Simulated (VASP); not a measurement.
# Sn (P6/mmm) in VASP: a series of runs

Sn is run at these levels: PBE; tasks: single point.

Everything below comes from runs of VASP 6.6.1. Logs are shortened: lines on timing, memory, paths and dates and some standing lists are left out, and cuts for length are marked.

**1. The cell of the first run**

The structure is hexagonal, space group P6/mmm (No. 191). The conventional cell has a = 4.584 Å, b = 4.584 Å, c = 2.723 Å, α = 90.00°, β = 90.00°, γ = 120.00°. Within 3.6 Å of Sn (site symmetry 6/mmm) lie 14 Sn at 2.72 to 2.98 Å. Within 3.5 Å of Sn (site symmetry -6m2) lie 11 Sn at 2.65 to 2.98 Å.

**2. Single point, PBE**

File INCAR:

```
PREC = Accurate ; ENCUT = 520
EDIFF = 1E-6 ; ISMEAR = -1
SIGMA = 0.08 ; LREAL = False
LASPH = True ; NELM = 60
ALGO = Normal ; ISIF = 2
LWAVE = False ; LCHARG = False
GGA = PE ; NBANDS = 28
```

File KPOINTS:

```
regular mesh
0
Gamma
  8 8 11
```

File POSCAR:

```
Sn
1.0
    4.5835020618      0.0000000000      0.0000000000
   -2.2917510309      3.9694292238      0.0000000000
    0.0000000000      0.0000000000      2.7227670839
Sn
3
Direct
    0.0000000000      0.0000000000      0.0000000000
    0.3333333333      0.6666666667      0.5000000000
    0.6666666667      0.3333333333      0.5000000000
```

Potentials or basis: VASP PAW PBE potentials, release 64 (Sn_d).

Started as:

```
$ cat potpaw_PBE.64/Sn_d/POTCAR > POTCAR
$ mpirun -np 1 vasp_std > vasp.out
```

OUTCAR:

```text
PREC = Accurate
   ENCUT = 520
   EDIFF = 1E-6
   ISMEAR = -1
   LREAL = False
   LASPH = True
   NELM = 60
   ISIF = 2
   GGA = PE

 ion  position               nearest neighbor table
   1  0.000  0.000  0.000-   2 2.98   3 2.98   2 2.98   3 2.98   2 2.98   2 2.98   3 2.98   3 2.98
                             3 2.98   3 2.98   2 2.98   2 2.98
   2  0.333  0.667  0.500-   3 2.65   3 2.65   3 2.65   1 2.98   1 2.98   1 2.98   1 2.98   1 2.98
                             1 2.98
   3  0.667  0.333  0.500-   2 2.65   2 2.65   2 2.65   1 2.98   1 2.98   1 2.98   1 2.98   1 2.98
                             1 2.98

  LATTYP: Found a hexagonal cell.
 ALAT       =     4.5835020618
 C/A-ratio  =     0.5940364043

  Lattice vectors:

 A1 = (   4.5835020618,   0.0000000000,   0.0000000000)
 A2 = (  -2.2917510309,   3.9694292238,   0.0000000000)
 A3 = (   0.0000000000,   0.0000000000,   2.7227670839)

Analysis of symmetry for initial positions (statically):
=====================================================================
 Subroutine PRICEL returns:
 Original cell was already a primitive cell.

 Routine SETGRP: Setting up the symmetry group for a
 hexagonal supercell.

 Subroutine GETGRP returns: Found 24 space group operations
 (whereof 24 operations were pure point group operations)
 out of a pool of 24 trial point group operations.

The static configuration has the point symmetry D_6h.

Analysis of symmetry for dynamics (positions and initial velocities):
=====================================================================
 Subroutine PRICEL returns:
 Original cell was already a primitive cell.

 Routine SETGRP: Setting up the symmetry group for a
 hexagonal supercell.

 Subroutine GETGRP returns: Found 24 space group operations
 (whereof 24 operations were pure point group operations)
 out of a pool of 24 trial point group operations.

The dynamic configuration has the point symmetry D_6h.

 Subroutine INISYM returns: Found 24 space group operations
 (whereof 24 operations are pure point group operations),
 and found     1 'primitive' translations

----------------------------------------------------------------------------------------

                                     Primitive cell

  volume of cell :      49.5377

  direct lattice vectors                    reciprocal lattice vectors
     4.583502062  0.000000000  0.000000000     0.218173786  0.125962694  0.000000000
    -2.291751031  3.969429224  0.000000000     0.000000000  0.251925389  0.000000000
     0.000000000  0.000000000  2.722767084     0.000000000  0.000000000  0.367273428

  length of vectors
     4.583502062  4.583502062  2.722767084     0.251925389  0.251925389  0.367273428

  position of ions in fractional coordinates (direct lattice)
     0.000000000  0.000000000  0.000000000
     0.333333333  0.666666667  0.500000000
     0.666666667  0.333333333  0.500000000

  ion indices of the primitive-cell ions
   primitive index   ion index
                 1           1
                 2           2
                 3           3

----------------------------------------------------------------------------------------

 KPOINTS: regular mesh

Automatic generation of k-mesh.
 Grid dimensions read from file:
 generate k-points for:    8    8   11

 Generating k-lattice:

  Cartesian coordinates                     Fractional coordinates (reciprocal lattice)
     0.027271723  0.015745337  0.000000000     0.125000000  0.000000000  0.000000000
     0.000000000  0.031490674  0.000000000     0.000000000  0.125000000  0.000000000
     0.000000000  0.000000000  0.033388493     0.000000000  0.000000000  0.090909091

  Length of vectors
     0.031490674  0.031490674  0.033388493

  Shift w.r.t. Gamma in fractional coordinates (k-lattice)
     0.000000000  0.000000000  0.000000000

 Subroutine IBZKPT returns following result:
 ===========================================

 Found     60 irreducible k-points:

 Following reciprocal coordinates:
            Coordinates               Weight
  0.000000  0.000000  0.000000      1.000000
  0.125000  0.000000  0.000000      6.000000
  0.250000  0.000000  0.000000      6.000000
  0.375000  0.000000  0.000000      6.000000
  0.500000  0.000000  0.000000      3.000000
  0.125000  0.125000  0.000000      6.000000
[... 16 lines left out ...]
  0.250000  0.000000  0.181818     12.000000
  0.375000  0.000000  0.181818     12.000000
 [... further k-points ...]
   k-points           NKPTS =     60   k-points in BZ     NKDIM =     60   number of bands    NBANDS=     28
   number of dos      NEDOS =    301   number of ions     NIONS =      3
   total plane-waves  NPLWV =  25920
   dimension x,y,z NGX =    36 NGY =   36 NGZ =   20
   dimension x,y,z NGXF=    72 NGYF=   72 NGZF=   40
   ions per type =               3
   NGX,Y,Z   is equivalent  to a cutoff of  13.06, 13.06, 12.21 a.u.
   NGXF,Y,Z  is equivalent  to a cutoff of  26.11, 26.11, 24.42 a.u.
 SYSTEM =  unknown system
   PREC   = accura    normal or accurate (medium, high low for compatibility)
   ISTART =      0    job   : 0-new  1-cont  2-samecut
   ICHARG =      2    charge: 1-file 2-atom 10-const
   ISPIN  =      1    spin polarized calculation?
   LNONCOLLINEAR =      F non collinear calculations
   LSORBIT =      F    spin-orbit coupling
   LASPH  =      T    aspherical Exc in radial PAW
   ENCUT  =  520.0 eV  38.22 Ry    6.18 a.u.   8.52  8.52  5.06*2*pi/ulx,y,z
   NELM   =     60;   NELMIN=  2; NELMDL= -5     # of ELM steps
   EDIFF  = 0.1E-05   stopping-criterion for ELM
   LREAL  =      F    real-space projection
   EDIFFG = 0.1E-04   stopping-criterion for IOM
   NSW    =      0    number of steps for IOM
   IBRION =     -1    ionic relax: 0-MD 1-quasi-New 2-CG
   NFREE  =      0    steps in history (QN), initial steepest desc. (CG)
   ISIF   =      2    stress and relaxation
   ISYM   =      2    0-nonsym 1-usesym 2-fastsym
   POTIM  = 0.5000    time-step for ionic-motion
   TEBEG  =    0.0;   TEEND  =   0.0 temperature during run
   PSTRESS=    0.0 pullay stress
   NELECT =      42.0000    total number of electrons
   NUPDOWN=      -1.0000    fix difference up-down
   EMIN   =  10.00;   EMAX   =-10.00  energy-range for DOS
   EFERMI =   0.00;   METHOD = LEGACY
   ISMEAR =    -1;   SIGMA  =   0.08  broadening in eV -4-tet -1-fermi 0-gaus
   EFERMI_NEDOS =   21; number of points for ismear=-14 and -15
   IALGO  =     38    algorithm
   IMIX   =      4    mixing-type and parameters
     AMIX     =   0.40;   BMIX     =  1.00
     AMIX_MAG =   1.60;   BMIX_MAG =  1.00
  volume/ion in A,a.u.               =      16.51       111.43
  Fermi-wavevector in a.u.,A,eV,Ry     =   1.549456  2.928047 32.665059  2.400814
  Thomas-Fermi vector in A             =   2.654260
   LORBIT       =      0    0 simple, 1 ext, 2 COOP (PROOUT), +10 PAW based schemes
   GGA     = PE    functional components
   LHFCALC =     F    Hartree Fock is set to
   AEXX    =    0.0000 exact exchange contribution
   IVDW    =     0    specifies the selected vdW correction
   LEPSILON=     F    determine dielectric tensor
   LRPA    =     F    only Hartree local field effects (RPA)
 non-spin polarized calculation
  energy-cutoff  :      520.00
  volume of cell :       49.54
 maximum number of plane-waves:      1360
 NGX is ok and might be reduce to    36
   NGX = 17   NGY = 17   NGZ = 11

 number of electron      41.9999987 magnetization

 Free energy of the ion-electron system (eV)
  ---------------------------------------------------
  ext. energy  EPLUGINS =         0.00000000
  ---------------------------------------------------
  free energy    TOTEN  =        -5.72357093 eV

  energy without entropy =       -5.68888834  energy(sigma->0) =       -5.70622964

 E-fermi :  15.9302     XC(G=0): -12.9305

 val. band max:       15.9246419952   @ k =   0.3750   0.1250   0.0909
 cond. band min:      15.9374859924   @ k =   0.3750   0.0000   0.0000
 fundamental gap:      0.0128439972
 Fermi energy:        15.9301764710

 k-point     1 :       0.0000    0.0000    0.0000
  band No.  band energies     occupation
      1      -7.0261      2.00000
      2      -6.6670      2.00000
      3      -6.5518      2.00000
      4      -6.4833      2.00000
      5      -6.4833      2.00000
      6      -6.2691      2.00000
[... 20 lines left out ...]
     27      28.5327      0.00000
     28      29.9213      0.00000

 k-point     2 :       0.1250    0.0000    0.0000
  band No.  band energies     occupation
      1      -7.0110      2.00000
      2      -6.6768      2.00000
      3      -6.6090      2.00000
      4      -6.5337      2.00000
      5      -6.4734      2.00000
      6      -6.3323      2.00000
[... 20 lines left out ...]
     27      28.4646      0.00000
     28      28.8263      0.00000

 k-point     3 :       0.2500    0.0000    0.0000
  band No.  band energies     occupation
      1      -6.9699      2.00000
      2      -6.7283      2.00000
      3      -6.6878      2.00000
      4      -6.6211      2.00000
      5      -6.5211      2.00000
      6      -6.3687      2.00000
[... 20 lines left out ...]
     27      27.1352      0.00000
     28      27.6286      0.00000

 k-point     4 :       0.3750    0.0000    0.0000
  band No.  band energies     occupation
      1      -6.9160      2.00000
      2      -6.8175      2.00000
      3      -6.7314      2.00000
      4      -6.6828      2.00000
      5      -6.5563      2.00000
      6      -6.3916      2.00000
[... 20 lines left out ...]
     27      25.7197      0.00000
     28      26.7612      0.00000

 k-point     5 :       0.5000    0.0000    0.0000
  band No.  band energies     occupation
      1      -6.8799      2.00000
      2      -6.8584      2.00000
      3      -6.7573      2.00000
      4      -6.7039      2.00000
      5      -6.5672      2.00000
      6      -6.4002      2.00000
[... 20 lines left out ...]
     27      25.8787      0.00000
     28      26.1914      0.00000

 k-point     6 :       0.1250    0.1250    0.0000
  band No.  band energies     occupation
      1      -6.9829      2.00000
      2      -6.7004      2.00000
      3      -6.6742      2.00000
      4      -6.6116      2.00000
      5      -6.4909      2.00000
      6      -6.3768      2.00000
[... 463 lines left out ...]
      5      -6.4665      2.00000
      6      -6.4285      2.00000
[... 20 lines left out ...]
     27      25.6167      0.00000
     28      25.6167      0.00000

 k-point    22 :       0.1250    0.0000    0.1818
  band No.  band energies     occupation
      1      -6.7808      2.00000
      2      -6.5625      2.00000
      3      -6.5587      2.00000
      4      -6.4753      2.00000
      5      -6.4634      2.00000
      6      -6.4366      2.00000
[... 20 lines left out ...]
     27      26.3923      0.00000
     28      26.5262      0.00000

 k-point    23 :       0.2500    0.0000    0.1818
  band No.  band energies     occupation
      1      -6.7769      2.00000
      2      -6.6463      2.00000
      3      -6.6402      2.00000
      4      -6.4826      2.00000
      5      -6.4664      2.00000
      6      -6.4001      2.00000
[... 20 lines left out ...]
     27      24.6406      0.00000
     28      24.8944      0.00000

 k-point    24 :       0.3750    0.0000    0.1818
  band No.  band energies     occupation
      1      -6.7869      2.00000
      2      -6.7018      2.00000
      3      -6.6685      2.00000
      4      -6.5164      2.00000
      5      -6.4425      2.00000
      6      -6.3660      2.00000
[... 20 lines left out ...]
     27      23.0334      0.00000
     28      23.5804      0.00000

 [... further k-points ...]
[... 5 lines left out ...]
  --------------------------------------------------------------------------------------
  -------------------------------------------------------------------------------------
  Total       26.8665009     26.8665009     26.8617613      0.0000000      0.0000000      0.0000000
  in kB      868.9318251    868.9318251    868.7785355      0.0000000      0.0000000      0.0000000
  external PRESSURE =     868.8807286 kB  Pullay stress =       0.0000000 kB

 VOLUME and BASIS-vectors are now :
 -----------------------------------------------------------------------------
  energy-cutoff  :      520.00
  volume of cell :       49.54
      direct lattice vectors                 reciprocal lattice vectors
     4.583502062  0.000000000  0.000000000     0.218173786  0.125962694  0.000000000
    -2.291751031  3.969429224  0.000000000     0.000000000  0.251925389  0.000000000
     0.000000000  0.000000000  2.722767084     0.000000000  0.000000000  0.367273428

 POSITION                                       TOTAL-FORCE (eV/Angst)
 -----------------------------------------------------------------------------------
      0.00000      0.00000      0.00000        -0.000000      0.000000      0.000000
     -0.00000      2.64629      1.36138        -0.000000      0.000000     -0.000000
      2.29175      1.32314      1.36138         0.000000     -0.000000      0.000000
 -----------------------------------------------------------------------------------
    total drift:                                0.000000      0.000000     -0.000000

  FREE ENERGIE OF THE ION-ELECTRON SYSTEM (eV)
  ---------------------------------------------------
  free  energy   TOTEN  =        -5.7235709335 eV

  energy  without entropy=       -5.6888883421  energy(sigma->0) =       -5.70622964
```

It took 64 s on 1 thread of Intel Xeon Platinum 8488C (Sapphire Rapids), shared host; peak memory 0.2 GiB.

Results:

```
Free energy            : -5.7236 eV
Pressure               : 86.9 GPa
Band gap on the k mesh : zero (band 21 reaches 18.59 eV, above the bottom of band 22 at 11.31 eV)
```

Caveat: spin-orbit coupling is left out, which moves the levels of the heavy elements.

**3. Single point, PBE**

File INCAR:

```
ALGO = Normal
EDIFF = 1E-6
ENCUT = 520
GGA = PE
ISIF = 2
ISMEAR = -1
LASPH = True
LCHARG = False
LREAL = False
LWAVE = False
NBANDS = 28
NELM = 60
PREC = Accurate
SIGMA = 0.08
```

File KPOINTS:

```
k-points
0
Gamma
  8 8 11
```

File POSCAR:

```
Sn
1.0
    4.5831450869      0.0000000000      0.0000000000
   -2.2915725434      3.9691200745      0.0000000000
    0.0000000000      0.0000000000      2.7224563793
Sn
3
Direct
    0.0000000000      0.0000000000      0.0000000000
    0.3333333333      0.6666666667      0.5000000000
    0.6666666667      0.3333333333      0.5000000000
```

Potentials or basis: VASP PAW PBE potentials, release 64 (Sn_d).

Started as:

```
$ cat potpaw_PBE.64/Sn_d/POTCAR > POTCAR
$ mpirun -np 1 vasp_std > vasp.out
```

It took 78 s on 1 thread of Intel Xeon Platinum 8488C (Sapphire Rapids), shared host; peak memory 0.2 GiB.

It converged, with:

```
Free energy            : -5.7163 eV
Pressure               : 87.0 GPa
Band gap on the k mesh : zero (band 21 reaches 18.60 eV, above the bottom of band 22 at 11.32 eV)
```

Levels at points of the mesh, in eV from the Fermi level:
| k point | band 19 | band 20 | band 21 | band 22 | band 23 | band 24 |
| --- | --- | --- | --- | --- | --- | --- |
| (0.00, 0.00, 0.00) | -4.68 | -4.68 | -4.62 | -4.62 | 4.47 | 9.31 |
| (0.50, 0.00, 0.00) | -7.41 | 2.43 | 2.48 | 3.23 | 3.24 | 5.58 |

Caveat: spin-orbit coupling is left out, which moves the levels of the heavy elements.
